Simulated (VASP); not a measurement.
Crystal: C.

```
C
1.0
     0.00000    1.78012    1.78012
     1.78012    0.00000    1.78012
     1.78012    1.78012    0.00000
C
2
Direct
  0.00000 0.00000 0.00000
  0.25000 0.25000 0.25000
```

Base run:

- Program: VASP 6.6.1
- Functional: r2SCAN
- Potentials or basis: VASP PAW PBE potentials, release 64 (C)
- Cutoff: 520 eV
- k mesh: 12 × 12 × 12
- Occupations: gaussian, width 0.01 eV
- Spin: no spin polarisation

Its results: band gap on the k mesh 4.36 eV, indirect (least direct gap 5.85 eV); pressure 1.1 GPa.

Question: The run is repeated on the same cell with these changes: functional from r2SCAN to PBE; k mesh from 12 × 12 × 12 to 6 × 6 × 6. What comes out?

Answer: Band gap on the k mesh 4.16 eV, indirect (least direct gap 5.60 eV); pressure 5.0 GPa.

Several settings changed at once, so the effect can't be laid on one alone.

Caveats: some runs use coarse meshes; the PAW data sets were made with another functional, which shifts forces and pressure a little (some runs).

A k mesh can miss the band edges.
